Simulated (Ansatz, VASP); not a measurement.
TiB in VASP and in Ansatz

INCAR

```
ALGO = Normal
EDIFF = 1E-8
ENCUT = 520
GGA = PS
ISIF = 2
ISMEAR = -1
LASPH = T
LCHARG = F
LEFG = T
LREAL = F
LWAVE = F
NBANDS = 14
NELM = 100
PREC = Accurate
SIGMA = 0.05
```

The input KPOINTS:

```
k-points
0
Gamma
  17 17 17
```

The input POSCAR:

```
TiB
1.0
    0.0000000000      2.4534163122      2.4534163122
    2.4534163122      0.0000000000      2.4534163122
    2.4534163122      2.4534163122      0.0000000000
Ti B
1 1
Direct
    0.2500000000      0.2500000000      0.2500000000
    0.0000000000      0.0000000000      0.0000000000
```

Input for Ansatz:

```yaml
crystal:
  lattice:
    - [0.0, 2.4534163122, 2.4534163122]
    - [2.4534163122, 0.0, 2.4534163122]
    - [2.4534163122, 2.4534163122, 0.0]
  atoms:
    - { symbol: Ti, position: [0.25, 0.25, 0.25] }
    - { symbol: B, position: [0.0, 0.0, 0.0] }
kpoints:
  mp_grid: { grid: [17, 17, 17] }
scf:
  occupations: { method: fermi_dirac, width: 0.05 }
hamiltonian:
  xc: pbesol
  pseudopotentials: { kind: paw }
output:
  forces: true
  stress: true
  eigenvalues: true
  efg: { contact_densities: true }
  populations: true
```

Alike in both runs: task electric field gradients; functional PBEsol; k mesh 17 × 17 × 17; occupations fermi-dirac, width 0.05 eV; no spin polarisation.

|  | VASP | Ansatz |
| --- | --- | --- |
| version | VASP 6.6.1 | Ansatz 0.2.0 |
| potentials or method | VASP PAW PBE potentials, release 64 (Ti_sv, B) | PAW with Ansatz's default frozen-core files, scalar-relativistic |
| plane-wave cutoff (eV) | 520 | 420 |
| valence electrons in the cell | 15 | 15 |

```tsv
	VASP	Ansatz	Ansatz less VASP
pressure (GPa)	0.1	0.0	-0.06
```

VASP's potentials were made for PBE, not for PBEsol.
